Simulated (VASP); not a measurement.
# LiF (Griceite): single point with PBEsol

Crystal: LiF (Griceite).

```xyz
2
Lattice="0.0000 2.0023 2.0023 2.0023 0.0000 2.0023 2.0023 2.0023 0.0000" Properties=species:S:1:pos:R:3 pbc="T T T"
F     2.0023    2.0023    2.0023
Li    0.0000    0.0000    0.0000
```

```yaml
Program: VASP 6.6.1
Task: single point
Functional: PBEsol
Potentials_or_basis: VASP PAW PBE potentials, release 64 (F, Li_sv)
Cutoff: 750 eV
k_mesh: 11 × 11 × 11
Occupations: fermi-dirac, width 0.05 eV
Spin: no spin polarisation
```

| Quantity | Value |
| --- | --- |
| Pressure | -0.2 GPa |
| Band gap on the k mesh | 9.06 eV, direct |

Levels at points of the mesh, in eV from the valence-band top:
```tsv
k point	band 3	band 4	band 5	band 6	band 7	band 8
(0.00, 0.00, 0.00)	0.00	0.00	0.00	9.06	24.06	24.06
```

Run time: 24 s on 1 thread of Intel(R) Xeon(R) Platinum 8488C (Sapphire Rapids), with other jobs on the host, peak memory 0.15 GiB.

Caveat: the PAW data sets were made with another functional, which shifts forces and pressure a little. A k mesh can miss the band edges.
